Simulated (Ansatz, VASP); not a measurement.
## Two plane-wave programs on Ga8Sb3As5

```
Ga Sb As
1.0
    -5.83432    5.83432    0.00000
    -5.83432    0.00000    5.83432
     0.00567    5.83999    5.83999
Ga Sb As
8 3 5
Direct
  0.00513 0.00513 0.98643
  0.50330 0.00513 0.98643
  0.00513 0.50330 0.98643
  0.99452 0.99452 0.51644
  0.50069 0.50069 0.99793
  0.49043 0.00943 0.50971
  0.00943 0.49043 0.50971
  0.49043 0.49043 0.50971
  0.87507 0.87507 0.37450
  0.37537 0.87507 0.37450
  0.87507 0.37537 0.37450
  0.87448 0.87448 0.87656
  0.37511 0.37511 0.37467
  0.37496 0.87592 0.87416
  0.87592 0.37496 0.87416
  0.37496 0.37496 0.87416
```

Alike in both runs: functional PBEsol; k mesh 4 × 4 × 4; occupations gaussian, width 0.1 eV; no spin polarisation.

Ansatz relaxed the structure, and its values are those at the end. VASP's run is a single point on that final structure, the one shown.

```csv
,VASP,Ansatz
version,VASP 6.6.1,Ansatz 0.2.0
potentials or method,"VASP PAW PBE potentials, release 64 (Ga_d, Sb, As), cutoff 520 eV","scalar-relativistic, plane waves, PAW"
valence electrons in the cell,144,224
```

VASP gave:

| Property | Result |
| --- | --- |
| gap on the k mesh at the Fermi level (eV) | none |
| pressure (GPa) | 0.1 |
| rms of the force components (eV/Å) | 0.004 |

Which values does Ansatz return?

gap on the k mesh at the Fermi level (eV): none; pressure (GPa): 0.0; rms of the force components (eV/Å): 0.004.

VASP's potentials were made for PBE, not for PBEsol. A gap of «none» marks a metal or a gap that the smearing closes. With one functional, cell and mesh, what is left measures potentials, basis and numerics. VASP's potentials hold 144 valence electrons a cell and Ansatz's 224, so a difference there can come from the potentials and not from the codes.

Spin-orbit coupling is off throughout.
